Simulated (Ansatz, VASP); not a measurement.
**LiScBH4: VASP beside Ansatz**

INCAR

```
SYSTEM = LiScBH4
ALGO     = Normal         ! electronic algorithm
EDIFF    = 1E-6           ! SCF threshold, eV
EDIFFG   = -0.04          ! ionic threshold
ENCUT    = 600            ! plane-wave cutoff, eV
GGA      = PE             ! functional
IBRION   = 2              ! ionic algorithm
ISIF     = 3              ! what is computed and relaxed
ISMEAR   = 0              ! smearing method
LASPH    = .True.         ! aspherical terms in the spheres
LCHARG   = .False.        ! write CHGCAR
LREAL    = .False.        ! projectors in reciprocal space
LWAVE    = .False.        ! write WAVECAR
NELM     = 80             ! most SCF steps
NSW      = 90             ! ionic steps
PREC     = Accurate       ! precision mode
SIGMA    = 0.1            ! smearing width, eV
```

Contents of KPOINTS:

```
k-points
0
Gamma
  6 6 6
  0 0 0
```

Contents of POSCAR:

```
LiScBH4
1.0
    0.0000000000      2.9532702200      2.9532702200
    2.9532702200      0.0000000000      2.9532702200
    2.9532702200      2.9532702200      0.0000000000
Li Sc B H
1 1 1 4
Direct
    0.0000000000      0.0000000000      0.0000000000
    0.2500000000      0.2500000000      0.2500000000
    0.7500000000      0.7500000000      0.7500000000
    0.8249303200      0.8249303200      0.5252090500
    0.5252090500      0.8249303200      0.8249303200
    0.8249303200      0.8249303200      0.8249303200
    0.8249303200      0.5252090500      0.8249303200
```

Input for Ansatz:

```yaml
crystal:
  lattice:
    - [0.0, 2.95327022, 2.95327022]
    - [2.95327022, 0.0, 2.95327022]
    - [2.95327022, 2.95327022, 0.0]
  atoms:
    - { symbol: Li, position: [0.0, 0.0, 0.0] }
    - { symbol: Sc, position: [0.25, 0.25, 0.25] }
    - { symbol: B, position: [0.75, 0.75, 0.75] }
    - { symbol: H, position: [0.82493032, 0.82493032, 0.52520905] }
    - { symbol: H, position: [0.52520905, 0.82493032, 0.82493032] }
    - { symbol: H, position: [0.82493032, 0.82493032, 0.82493032] }
    - { symbol: H, position: [0.82493032, 0.52520905, 0.82493032] }
basis:
  ecutwfc: 420
kpoints:
  mp_grid: { grid: [6, 6, 6] }
hamiltonian:
  xc: pbe
scf:
  occupations: { method: gaussian, width: 0.1 }
  lower_state_search: "off"
output:
  forces: true
  stress: true
  eigenvalues: true
relax:
  adjacent_minimum: "off"
  f_tol: 0.04
  max_steps: 70
  cell: { stress_tol: 0.4 }
```

Alike in both runs: task relaxation of cell and atoms; functional PBE; k mesh 6 × 6 × 6; occupations gaussian, width 0.1 eV; no spin polarisation.

|  | VASP | Ansatz |
| --- | --- | --- |
| version | VASP 6.6.1 | Ansatz 0.2.0 |
| potentials or method | VASP PAW PBE potentials, release 64 (Li_sv, Sc_sv, B, H), cutoff 600 eV | scalar-relativistic, plane waves, PAW |
| valence electrons in the cell | 21 | 21 |

Ansatz gave:

| Quantity | Value |
| --- | --- |
| gap on the k mesh at the Fermi level, each at its own relaxed structure (eV) | none |
| relaxed volume (Å³/atom) | 11.70 |
| relaxed cell length with the largest relative difference (Å) | 4.874 |

**Question.** Which values does VASP return?

**Answer.** gap on the k mesh at the Fermi level, each at its own relaxed structure (eV): none; relaxed volume (Å³/atom): 11.17; relaxed cell length with the largest relative difference (Å): 4.800.

A gap of «none» marks a metal or a gap that the smearing closes.

Noted on VASP's run: the cutoff is short for stress, so the pressure is rough; the volume moved by over 15 % at a fixed basis, so the end points are rough.
